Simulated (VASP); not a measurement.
Runs of VASP 6.6.1 on Mg3Te. The structure is that of space group I4/mmm (No. 139), or close to it. The cells are those of the table. 

| level | potentials or basis | spin | cell | k mesh | gap on the mesh (eV) | pressure (GPa) |
| --- | --- | --- | --- | --- | --- | --- |
| PBEsol | VASP PAW PBE potentials, release 64 (Te, Mg) | non-collinear, zero start, SOC | a = 6.088 Å, angles 138.9, 138.9, 59.6°, 4 atoms | 7 × 7 × 7 | - | -1.1 |
| r2SCAN | VASP PAW PBE potentials, release 64 (Te, Mg) | off | a = 6.005 Å, angles 138.9, 138.9, 59.6°, 4 atoms | 9 × 9 × 9 | none | 0.7 |
| PBEsol+D3(BJ) | VASP PAW PBE potentials, release 64 (Te, Mg) | off | a = 6.088 Å, angles 138.9, 138.9, 59.6°, 4 atoms | 9 × 9 × 9 | none | -3.3 |
| LDA | VASP PAW LDA potentials, release 64 (Te, Mg) | off | a = 5.963 Å, angles 138.9, 138.9, 59.6°, 4 atoms | 9 × 9 × 9 | none | (a) |
| LDA | VASP PAW LDA potentials, release 64 (Te, Mg) | off | a = 6.128 Å, angles 138.9, 138.9, 59.6°, 4 atoms | 9 × 9 × 9 | none | (b) |
| LDA | VASP PAW LDA potentials, release 64 (Te, Mg) | off | a = 6.047 Å, angles 138.9, 138.9, 59.6°, 4 atoms | 9 × 9 × 9 | none | -1.9 |
| LDA | VASP PAW LDA potentials, release 64 (Te, Mg) | off | a = 6.005 Å, angles 138.9, 138.9, 59.6°, 4 atoms | 9 × 9 × 9 | none | -1.1 |
| PBEsol+D4 | VASP PAW PBE potentials, release 64 (Te, Mg) | off | a = 5.869 Å, angles 137.5, 137.5, 61.7°, 4 atoms | 9 × 9 × 9 | none | 0.0 |

Alike in all rows: task single point; cutoff (eV) 520; smearing fermi-dirac 0.05 eV.

Fill in the values left out.

(a) -0.3; (b) -3.2.

Caveats: spin-orbit coupling is left out, which moves the levels of the heavy elements (some runs); the PAW data sets were made with another functional, which shifts forces and pressure a little (some runs); pairwise dispersion overbinds metals, which lowers pressure and volume (some runs); three body term missing (some runs).

A k mesh can miss the band edges, and rows without SOC leave out spin-orbit coupling on Te.

A gap of «none» marks levels without a gap at the run's occupations.
